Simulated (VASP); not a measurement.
Crystal: ZnO.

```
CELL_PARAMETERS angstrom
3.27939 0.00000 0.00000
-1.63969 2.84003 0.00000
0.00000 0.00000 5.29391
ATOMIC_POSITIONS crystal
Zn 0.33333 0.66667 0.99797
Zn 0.66667 0.33333 0.49797
O 0.33333 0.66667 0.37703
O 0.66667 0.33333 0.87703
```

| Quantity | Value |
| --- | --- |
| Program | VASP 6.6.1 |
| Task | relaxation of cell and atoms |
| Functional | PBEsol |
| Potentials or basis | VASP PAW PBE potentials, release 64 (Zn, O) |
| Cutoff | 600 eV |
| k mesh | 12 × 12 × 4 |
| Occupations | fermi-dirac, width 0.02 eV |
| Spin | no spin polarisation |

At the start: pressure -5.3 GPa; volume 12.33 Å³/atom.

How do energy, volume and symmetry change on relaxing?

Over 3 steps the energy falls by 8.3 meV/atom and the volume is 11.84 Å³/atom (-3.9 %); space group P6_3mc (No. 186, to 0.05 Å).

Step by step:
```csv
step,energy change (eV),largest force (eV/Å),pressure (GPa),volume (Å³)
1,0.0000,0.0022,-5.28,49.31
2,-0.0252,0.0047,2.90,46.46
3,-0.0333,0.0039,-0.01,47.36
```

Final structure:
```yaml
crystal:
  lattice:
    - [3.23576, 0.00000, 0.00000]
    - [-1.61788, 2.80225, 0.00000]
    - [0.00000, 0.00000, 5.22350]
  atoms:
    - { symbol: Zn, position: [0.33333, 0.66667, 0.99799] }
    - { symbol: Zn, position: [0.66667, 0.33333, 0.49799] }
    - { symbol: O, position: [0.33333, 0.66667, 0.37701] }
    - { symbol: O, position: [0.66667, 0.33333, 0.87701] }
```

Caveat: the PAW data sets were made with another functional, which shifts forces and pressure a little.
